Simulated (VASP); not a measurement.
Here is a VASP 6.6.1 calculation.

File INCAR:

```
SYSTEM = GaP
ALGO     = Normal         ! electronic algorithm
EDIFF    = 1E-7           ! SCF threshold, eV
ENCUT    = 520            ! plane-wave cutoff, eV
GGA      = PS             ! functional
ISIF     = 2              ! what is computed and relaxed
ISMEAR   = -1             ! smearing method
LASPH    = .True.         ! aspherical terms in the spheres
LCHARG   = .True.         ! write CHGCAR
LELF     = .True.         ! ELF
LREAL    = .False.        ! projectors in reciprocal space
LVHAR    = .True.       
LWAVE    = .False.        ! write WAVECAR
NBANDS   = 16             ! bands
NELM     = 80             ! most SCF steps
PREC     = Accurate       ! precision mode
SIGMA    = 0.05           ! smearing width, eV
```

KPOINTS

```
k-points
0
Gamma
  8 8 8
  0 0 0
```

The input POSCAR:

```
GaP
1.0
    0.0000000000      2.6340867300      2.6340867300
    2.6340867300      0.0000000000      2.6340867300
    2.6340867300      2.6340867300      0.0000000000
Ga P
1 1
Direct
    0.0000000000      0.0000000000      0.0000000000
    0.7500000000      0.7500000000      0.7500000000
```

Potentials or basis: VASP PAW PBE potentials, release 64 (Ga_d, P).

Launch:

```bash
$ cat potpaw_PBE.64/Ga_d/POTCAR potpaw_PBE.64/P/POTCAR > POTCAR
$ mpirun -np 1 vasp_std > vasp.out
```

Task: Estimate the band gap on the k mesh.

Result: 1.29 eV, indirect (least direct gap 2.61 eV).

Task: What does it give for the pressure?

Result: 9.9 GPa.

Caveat: the PAW data sets were made with another functional, which shifts forces and pressure a little. A k mesh can miss the band edges.
